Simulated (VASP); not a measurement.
# ZrSe2: single point with PBE-based screened hybrid with 30 % exact exchange

ZrSe2:

```
Zr Se
1.0
     3.78811    0.00000    0.00000
    -1.89406    3.28060    0.00000
     0.00000    0.00000    6.18006
Zr Se
1 2
Direct
  0.00000 0.00000 0.00000
  0.33333 0.66667 0.25381
  0.66667 0.33333 0.74619
```

```json
{"Program": "VASP 6.6.1", "Task": "single point", "Functional": "PBE-based screened hybrid with 30 % exact exchange", "Potentials or basis": "VASP PAW PBE potentials, release 64 (Zr_sv, Se)", "Cutoff": "400 eV", "k mesh": "6 × 6 × 2", "Occupations": "gaussian, width 0.01 eV", "Spin": "no spin polarisation"}
```

| Property | Result |
| --- | --- |
| Pressure | 0.5 GPa |
| Largest force | 0.121 eV/Å |
| Band gap on the k mesh | 0.66 eV (least direct gap 1.48 eV) |

Forces on the atoms (eV/Å):
```
Zr   0.000  0.000  0.000
Se   0.000  0.000 -0.121
Se   0.000  0.000  0.121
```

Stress tensor (GPa, compression positive):
```
0.32 0.00 0.00
0.00 0.32 0.00
0.00 0.00 0.73
```

Levels at points of the mesh, in eV from the valence-band top:
| k point | band 9 | band 10 | band 11 | band 12 | band 13 | band 14 | band 15 | band 16 |
| --- | --- | --- | --- | --- | --- | --- | --- | --- |
| (0.00, 0.00, 0.00) | -2.87 | -0.06 | -0.06 | 0.00 | 1.48 | 1.48 | 1.98 | 4.72 |
| (0.50, 0.00, 0.00) | -2.83 | -2.66 | -2.34 | -1.49 | 0.86 | 3.11 | 3.49 | 5.32 |
| (0.00, 0.00, 0.50) | -2.81 | -2.23 | -0.25 | -0.25 | 1.45 | 1.45 | 2.40 | 5.16 |
| (0.50, 0.00, 0.50) | -2.86 | -2.71 | -1.14 | -1.08 | 0.66 | 3.10 | 3.47 | 4.93 |

It took 26 min on 1 thread of Intel(R) Xeon(R) Platinum 8259CL CPU @ 2.50GHz (Skylake/Cascade Lake) (shared host), peak memory 0.29 GiB.

Caveat: the k points lie up to 0.51 Å⁻¹ apart; the PAW data sets were made with another functional, which shifts forces and pressure a little. A k mesh can miss the band edges.
